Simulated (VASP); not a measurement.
# Ag (I4/mmm) in VASP: further runs, part 2 of 2

VASP 6.6.1. The steps go on from the part before.

## (4) Single point, PBEsol (strain +0.1500 x Voigt [1, 1, 0, 0, 0, 0])

INCAR

```
ALGO = Fast
EDIFF = 1E-7
ENCUT = 520
GGA = PS
ISIF = 2
ISMEAR = 0
LASPH = True
LCHARG = False
LREAL = False
LWAVE = False
NBANDS = 12
NELM = 100
PREC = Accurate
SIGMA = 0.15
```

KPOINTS

```
k-points
0
Gamma
  20 20 20
```

POSCAR

```
Ag
1.0
    0.0000000000      2.3495650000      2.0431000000
    2.3495650000      0.0000000000      2.0431000000
    2.3495650000      2.3495650000      0.0000000000
Ag
1
Direct
    0.0000000000      0.0000000000      0.0000000000
```

Potentials or basis: VASP PAW PBE potentials, release 64 (Ag).

Launch:

```sh
$ cat potpaw_PBE.64/Ag/POTCAR > POTCAR
$ mpirun -np 1 vasp_std > vasp.out
```

OUTCAR:

```text
EDIFF = 1E-7
   ENCUT = 520
   GGA = PS
   ISIF = 2
   ISMEAR = 0
   LASPH = True
   LREAL = False
   NELM = 100
   PREC = Accurate

 ion  position               nearest neighbor table
   1  0.000  0.000  0.000-

  LATTYP: Found a body centered tetragonal cell.
 ALAT       =     3.3227866887
 C/A-ratio  =     1.2297509238

  Lattice vectors:

 A1 = (   0.0000000000,  -2.3495650000,  -2.0431000000)
 A2 = (   0.0000000000,   2.3495650000,  -2.0431000000)
 A3 = (   2.3495650000,   0.0000000000,   2.0431000000)

Analysis of symmetry for initial positions (statically):
=====================================================================
 Subroutine PRICEL returns:
 Original cell was already a primitive cell.

 Routine SETGRP: Setting up the symmetry group for a
 body centered tetragonal supercell.

 Subroutine GETGRP returns: Found 16 space group operations
 (whereof 16 operations were pure point group operations)
 out of a pool of 16 trial point group operations.

The static configuration has the point symmetry D_4h.

Analysis of symmetry for dynamics (positions and initial velocities):
=====================================================================
 Subroutine PRICEL returns:
 Original cell was already a primitive cell.

 Routine SETGRP: Setting up the symmetry group for a
 body centered tetragonal supercell.

 Subroutine GETGRP returns: Found 16 space group operations
 (whereof 16 operations were pure point group operations)
 out of a pool of 16 trial point group operations.

The dynamic configuration has the point symmetry D_4h.

 Subroutine INISYM returns: Found 16 space group operations
 (whereof 16 operations are pure point group operations),
 and found     1 'primitive' translations

----------------------------------------------------------------------------------------

                                     Primitive cell
[... 110 lines left out ...]
  volume/ion in A,a.u.               =      22.56       152.23
  Fermi-wavevector in a.u.,A,eV,Ry     =   1.288569  2.435042 22.591236  1.660409
  Thomas-Fermi vector in A             =   2.420514
   LORBIT       =      0    0 simple, 1 ext, 2 COOP (PROOUT), +10 PAW based schemes
   GGA     = PS    functional components
   LHFCALC =     F    Hartree Fock is set to
   AEXX    =    0.0000 exact exchange contribution
   IVDW    =     0    specifies the selected vdW correction
   LEPSILON=     F    determine dielectric tensor
   LRPA    =     F    only Hartree local field effects (RPA)
 non-spin polarized calculation
 RMM-DIIS sequential band-by-band and
 Gauss-broadening in eV      SIGMA  =   0.15
  energy-cutoff  :      520.00
  volume of cell :       22.56
 maximum number of plane-waves:       620
   NGX = 11   NGY = 11   NGZ = 13

 number of electron      11.0000000 magnetization

 Free energy of the ion-electron system (eV)
  ---------------------------------------------------
  ext. energy  EPLUGINS =         0.00000000
  ---------------------------------------------------
  free energy    TOTEN  =        -2.91358157 eV

  energy without entropy =       -2.91022831  energy(sigma->0) =       -2.91190494

 E-fermi :   4.9231     XC(G=0): -10.8200

 val. band max:        4.9176974234   @ k =   0.5000   0.0500   0.1000
 cond. band min:       4.9235447153   @ k =  -0.3500   0.2000   0.0500
 fundamental gap:      0.0058472919
 Fermi energy:         4.9231290051

 k-point     1 :       0.0000    0.0000    0.0000
  band No.  band energies     occupation
      1      -1.0798      2.00000
      2       0.8277      2.00000
      3       0.8277      2.00000
      4       1.3011      2.00000
      5       1.3126      2.00000
      6       1.7903      2.00000
      7      20.3047      0.00000
      8      21.9178      0.00000
      9      21.9178      0.00000
     10      22.4888      0.00000
     11      25.7291      0.00000
     12      26.2722      0.00000
[... 331 lines left out ...]
 k-point    24 :      -0.3500    0.0500    0.0000
  band No.  band energies     occupation
      1       0.0875      2.00000
      2       0.7879      2.00000
      3       1.2447      2.00000
      4       1.8098      2.00000
      5       1.9213      2.00000
      6       2.9858      2.00000
      7      10.5519      0.00000
      8      18.9671      0.00000
      9      19.4541      0.00000
     10      21.0539      0.00000
     11      23.0622      0.00000
     12      23.8251      0.00000

 [... further k-points ...]
[... 5 lines left out ...]
  --------------------------------------------------------------------------------------
  -------------------------------------------------------------------------------------
  Total       -2.1155131     -2.1155131     -2.0102066      0.0000000      0.0000000     -0.0000000
  in kB     -150.2559732   -150.2559732   -142.7765013      0.0000000      0.0000000     -0.0000000
  external PRESSURE =    -147.7628159 kB  Pullay stress =       0.0000000 kB

 VOLUME and BASIS-vectors are now :
 -----------------------------------------------------------------------------
  energy-cutoff  :      520.00
  volume of cell :       22.56
      direct lattice vectors                 reciprocal lattice vectors
     0.000000000  2.349565000  2.043100000    -0.212805349  0.212805349  0.244726151
     2.349565000  0.000000000  2.043100000     0.212805349 -0.212805349  0.244726151
     2.349565000  2.349565000  0.000000000     0.212805349  0.212805349 -0.244726151

 POSITION                                       TOTAL-FORCE (eV/Angst)
 -----------------------------------------------------------------------------------
      0.00000      0.00000      0.00000        -0.000000      0.000000      0.000000
 -----------------------------------------------------------------------------------
    total drift:                               -0.000000     -0.000000      0.000000

  FREE ENERGIE OF THE ION-ELECTRON SYSTEM (eV)
  ---------------------------------------------------
  free  energy   TOTEN  =        -2.9135815658 eV

  energy  without entropy=       -2.9102283052  energy(sigma->0) =       -2.91190494
```

Wall time 58 s (1 thread of Intel Xeon Platinum 8559C (Emerald Rapids), shared host); peak memory 0.27 GiB.

Results:

```yaml
Free_energy: -2.9136 eV
Pressure: -14.8 GPa
```

Caveat: the cell differs from its parent crystal (strain +0.1500 x Voigt [1, 1, 0, 0, 0, 0]); the PAW data sets were made with another functional, which shifts forces and pressure a little.

## (5) Summary

| cell | gap on the mesh (eV) | pressure (GPa) |
| --- | --- | --- |
| a = 3.056, b = 3.056, c = 3.214 Å, angles 58.3, 58.3, 63.5°, 1 atom | none | -14.0 |
| a = 3.085, b = 3.085, c = 3.268 Å, angles 58.0, 58.0, 64.0°, 1 atom | none | -14.5 |
| a = 3.114, b = 3.114, c = 3.323 Å, angles 57.8, 57.8, 64.5°, 1 atom | none | -14.8 |

Alike in all rows: task single point; level PBEsol; potentials or basis VASP PAW PBE potentials, release 64 (Ag); no spin polarisation; k mesh 20 × 20 × 20; cutoff (eV) 520; smearing gaussian 0.15 eV.

Caveats: the PAW data sets were made with another functional, which shifts forces and pressure a little.

Total energies depend on the potentials used, so only differences within one code and one set of settings carry meaning.
